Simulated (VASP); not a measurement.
# ZnCd2Te2 in VASP: relaxation of the atoms with PBE

Aim: the relaxation of the atoms of ZnCd2Te2 with PBE.

All numbers are computed with VASP 6.6.1; they aren't measurements. Logs are shortened: lines on timing, memory, paths and dates and some standing lists are left out, and cuts for length are marked.

**1. The cell of the first run**

The cell holds a slab with vacuum, 5 atoms: a = 4.679 Å, b = 4.679 Å, c = 20.081 Å, α = 90.00°, β = 90.00°, γ = 120.00°.

**2. Relaxation of the atoms, PBE**

The input, INCAR:

```
SYSTEM = ZnCd2Te2
PREC = Accurate ; ENCUT = 520
EDIFF = 1E-6 ; ISMEAR = 0
SIGMA = 0.05 ; LREAL = .FALSE.
LASPH = .TRUE. ; NELM = 100
ALGO = Normal ; ISIF = 2
LWAVE = .FALSE. ; LCHARG = .FALSE.
LDIPOL = .TRUE. ; IDIPOL = 3
DIPOL = 0.5 0.5 0.362 ; GGA = PE
IBRION = 2 ; NSW = 36
EDIFFG = -0.025 ; KPAR = 4
```

The input, KPOINTS:

```
regular mesh
0
G
  6 6 1
  0 0 0
```

The input, POSCAR:

```
ZnCd2Te2
1.0
    4.6794578583      0.0000000000      0.0000000000
   -2.3397289292      4.0525293813      0.0000000000
    0.0000000000      0.0000000000     20.0807280860
Te Cd Zn
2 2 1
Selective dynamics
Direct
    0.0000000000      0.0000000000      0.1991959646  F F F
    0.3333333333      0.6666666667      0.4037116126  F F F
    0.3333333333      0.6666666667      0.2467634796  F F F
    0.6666666667      0.3333333333      0.4273116019  F F F
    0.6666666667      0.7777777778      0.5329538169  F F T
```

Potentials or basis: VASP PAW PBE potentials, release 64 (Te, Cd, Zn).

Launch:

```
cat potpaw_PBE.64/Te/POTCAR potpaw_PBE.64/Cd/POTCAR potpaw_PBE.64/Zn/POTCAR > POTCAR
mpirun -np 4 vasp_std > vasp.out
```

OUTCAR:

```text
SYSTEM = ZnCd2Te2
   PREC = Accurate
   ENCUT = 520
   EDIFF = 1E-6
   ISMEAR = 0
   LREAL = .FALSE.
   LASPH = .TRUE.
   NELM = 100
   ISIF = 2
   GGA = PE
   IBRION = 2
   NSW = 36
   EDIFFG = -0.025

 ion  position               nearest neighbor table
   1  0.000  0.000  0.199-   3 2.87   3 2.87   3 2.87
   2  0.333  0.667  0.404-   4 2.74   4 2.74   4 2.74   5 2.94   3 3.15
   3  0.333  0.667  0.247-   1 2.87   1 2.87   1 2.87   2 3.15
   4  0.667  0.333  0.427-   2 2.74   2 2.74   2 2.74   5 2.97   5 3.36
   5  0.667  0.778  0.533-   2 2.94   4 2.97   4 3.36

  LATTYP: Found a hexagonal cell.
 ALAT       =     4.6794578583
 C/A-ratio  =     4.2912509727

  Lattice vectors:

 A1 = (   4.6794578583,   0.0000000000,   0.0000000000)
 A2 = (  -2.3397289292,   4.0525293813,   0.0000000000)
 A3 = (   0.0000000000,   0.0000000000,  20.0807280860)

Analysis of symmetry for initial positions (statically):
=====================================================================
 Subroutine PRICEL returns:
 Original cell was already a primitive cell.

 Routine SETGRP: Setting up the symmetry group for a
 hexagonal supercell.

 Subroutine GETGRP returns: Found  1 space group operations
 (whereof  1 operations were pure point group operations)
 out of a pool of 24 trial point group operations.

The static configuration has the point symmetry C_1 .

Analysis of symmetry for dynamics (positions and initial velocities):
=====================================================================
 Subroutine PRICEL returns:
 Original cell was already a primitive cell.

 Routine SETGRP: Setting up the symmetry group for a
 hexagonal supercell.

 Subroutine GETGRP returns: Found  1 space group operations
 (whereof  1 operations were pure point group operations)
 out of a pool of 24 trial point group operations.

The dynamic configuration has the point symmetry C_1 .

Analysis of constrained symmetry for selective dynamics:
=====================================================================
 Subroutine PRICEL returns:
 Original cell was already a primitive cell.

 Routine SETGRP: Setting up the symmetry group for a
 hexagonal supercell.

 Subroutine GETGRP returns: Found  1 space group operations
 (whereof  1 operations were pure point group operations)
[... 115 lines left out ...]
   NUPDOWN=      -1.0000    fix difference up-down
   EMIN   =  10.00;   EMAX   =-10.00  energy-range for DOS
   EFERMI =   0.00;   METHOD = LEGACY
   ISMEAR =     0;   SIGMA  =   0.05  broadening in eV -4-tet -1-fermi 0-gaus
   EFERMI_NEDOS =   21; number of points for ismear=-14 and -15
   IALGO  =     38    algorithm
   IMIX   =      4    mixing-type and parameters
     AMIX     =   0.40;   BMIX     =  1.00
     AMIX_MAG =   1.60;   BMIX_MAG =  1.00
  volume/ion in A,a.u.               =      76.16       513.96
  Fermi-wavevector in a.u.,A,eV,Ry     =   0.820833  1.551150  9.167156  0.673767
  Thomas-Fermi vector in A             =   1.931885
   LORBIT       =      0    0 simple, 1 ext, 2 COOP (PROOUT), +10 PAW based schemes
   GGA     = PE    functional components
   LHFCALC =     F    Hartree Fock is set to
   AEXX    =    0.0000 exact exchange contribution
   IVDW    =     0    specifies the selected vdW correction
   LEPSILON=     F    determine dielectric tensor
   LRPA    =     F    only Hartree local field effects (RPA)
 conjugate gradient relaxation of ions
 non-spin polarized calculation
 Gauss-broadening in eV      SIGMA  =   0.05
  energy-cutoff  :      520.00
  volume of cell :      380.80
 maximum number of plane-waves:     10277
   NGX = 17   NGY = 17   NGZ = 75

 dipolmoment           0.000000      0.000000      0.000004 electrons x Angstroem

--------------------------------------- Ionic step        1  -------------------------------------------

 number of electron      48.0000001 magnetization

 Free energy of the ion-electron system (eV)
  ---------------------------------------------------
  ext. energy  EPLUGINS =         0.00000000
  ---------------------------------------------------
  free energy    TOTEN  =        -8.54131618 eV

  energy without entropy =       -8.53956648  energy(sigma->0) =       -8.54044133

------------------------ aborting loop because EDIFF is reached ----------------------------------------

  FORCE on cell =-STRESS in cart. coord.  units (eV):
  Direction    XX          YY          ZZ          XY          YZ          ZX
  --------------------------------------------------------------------------------------
  -------------------------------------------------------------------------------------
  Total        1.3943087      0.4912367      1.5503764      0.0261867      0.2553490      1.2346873
  in kB        5.8663551      2.0668084      6.5229878      0.1101770      1.0743444      5.1947708
  external PRESSURE =       4.8187171 kB  Pullay stress =       0.0000000 kB
[... 221 lines left out ...]
--------------------------------------- Ionic step        7  -------------------------------------------

 number of electron      47.9999978 magnetization

 dipolmoment           0.000000      0.000000     -0.222760 electrons x Angstroem

 Free energy of the ion-electron system (eV)
  ---------------------------------------------------
  ext. energy  EPLUGINS =         0.00000000
  ---------------------------------------------------
  free energy    TOTEN  =        -8.80692587 eV

  energy without entropy =       -8.80535870  energy(sigma->0) =       -8.80614228

 E-fermi :  -1.5524     XC(G=0):  -4.5537

 val. band max:       -1.5525556105   @ k =   0.0000   0.0000   0.0000
 cond. band min:      -1.5521698941   @ k =   0.0000   0.0000   0.0000
 fundamental gap:      0.0003857164
 Fermi energy:        -1.5523627523

 k-point     1 :       0.0000    0.0000    0.0000
  band No.  band energies     occupation
      1     -13.8573      2.00000
      2     -11.7331      2.00000
      3     -11.3389      2.00000
      4     -11.3381      2.00000
      5     -11.0464      2.00000
      6     -11.0434      2.00000
[... 609 lines left out ...]
     27       0.8519      0.00000
     28       1.3503      0.00000

------------------------ aborting loop because EDIFF is reached ----------------------------------------

 vacuum level on the upper side and lower side of the slab       (xc-potential included)        -1.256         1.029

  FORCE on cell =-STRESS in cart. coord.  units (eV):
  Direction    XX          YY          ZZ          XY          YZ          ZX
  --------------------------------------------------------------------------------------
  -------------------------------------------------------------------------------------
  Total        0.3829506      0.2574654     -0.3900391      0.0267660     -0.0120803      0.2151236
  in kB        1.6112100      1.0832492     -1.6410337      0.1126140     -0.0508261      0.9051017
  external PRESSURE =       0.3511418 kB  Pullay stress =       0.0000000 kB
[... 20 lines left out ...]
  FREE ENERGIE OF THE ION-ELECTRON SYSTEM (eV)
  ---------------------------------------------------
  free  energy   TOTEN  =        -8.8069258688 eV

  energy  without entropy=       -8.8053586988  energy(sigma->0) =       -8.80614228

 reached required accuracy - stopping structural energy minimisation

 vacuum level on the upper side and lower side of the slab         1.795         4.161
```

It took 6.3 min on 4 MPI ranks of Intel Xeon Platinum 8259CL at 2.50GHz (Skylake/Cascade Lake), shared host; peak memory 0.65 GiB.

Results:

```
Free energy               : -8.8069 eV
Energy gained by relaxing : 53.1 meV/atom
Ionic steps               : 7
Band gap on the k mesh    : zero (filled and empty bands touch)
```

The path:
```tsv
step	energy change (eV)	largest force on free atoms (eV/Å)	pressure (GPa)
1	0.0000	0.7634	0.48
2	-0.0269	0.7007	0.44
3	-0.0952	0.5390	0.34
4	-0.1867	0.3045	0.21
5	-0.2588	0.0609	0.08
6	-0.2636	0.0300	0.05
7	-0.2656	0.0049	0.04
```

Final structure:
```
Te Cd Zn
1.0
     4.67946    0.00000    0.00000
    -2.33973    4.05253    0.00000
     0.00000    0.00000   20.08073
Te Cd Zn
2 2 1
Direct
  0.00000 0.00000 0.19920
  0.33333 0.66667 0.40371
  0.33333 0.66667 0.24676
  0.66667 0.33333 0.42731
  0.66667 0.77778 0.58473
```

Caveat: spin-orbit coupling is left out, which moves the levels of the heavy elements.
